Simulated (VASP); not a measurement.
**NaCaI3: single point with PBE**

NaCaI3:

```
CELL_PARAMETERS angstrom
6.14491 0.00000 0.00000
0.00000 6.14491 0.00000
0.00000 0.00000 6.14491
ATOMIC_POSITIONS crystal
Na 0.00000 0.00000 0.00000
Ca 0.50000 0.50000 0.50000
I 0.50000 0.50000 0.00000
I 0.50000 0.00000 0.50000
I 0.00000 0.50000 0.50000
```

```json
{
 "Program": "VASP 6.6.1",
 "Task": "single point",
 "Functional": "PBE",
 "Potentials or basis": "VASP PAW PBE potentials, release 64 (Na_pv, Ca_sv, I)",
 "Cutoff": "520 eV",
 "k mesh": "4 × 4 × 4",
 "Occupations": "gaussian, width 0.01 eV",
 "Spin": "no spin polarisation",
 "Dipole correction": "no",
 "Further INCAR settings": "ALGO = Normal; EDIFF = 1e-06; NBANDS = 27"
}
```

- Pressure: 0.1 GPa
- Band gap on the k mesh: 2.40 eV (least direct gap 2.74 eV)

Levels at points of the mesh, in eV from the valence-band top:
```tsv
k point	band 15	band 16	band 17	band 18	band 19	band 20	band 21	band 22	band 23	band 24
(0.00, 0.00, 0.00)	-0.63	-0.63	-0.34	-0.34	-0.34	2.40	3.77	3.77	3.77	4.39
(0.50, 0.00, 0.00)	-1.04	-1.04	-0.77	-0.44	-0.44	3.64	3.84	4.49	4.70	4.78
(0.50, 0.50, 0.00)	-1.03	-1.03	-1.01	-1.01	-0.01	3.64	4.79	4.83	4.83	5.30
(0.50, 0.50, 0.50)	-1.37	-1.37	0.00	0.00	0.00	2.77	5.28	5.28	5.28	5.62
```

Run time: 37 s on 1 thread of Intel(R) Xeon(R) 6975P-C (Granite Rapids), with other jobs on the host, peak memory 0.34 GiB.

Caveat: spin-orbit coupling is left out, which moves the levels of the heavy elements. A k mesh can miss the band edges.
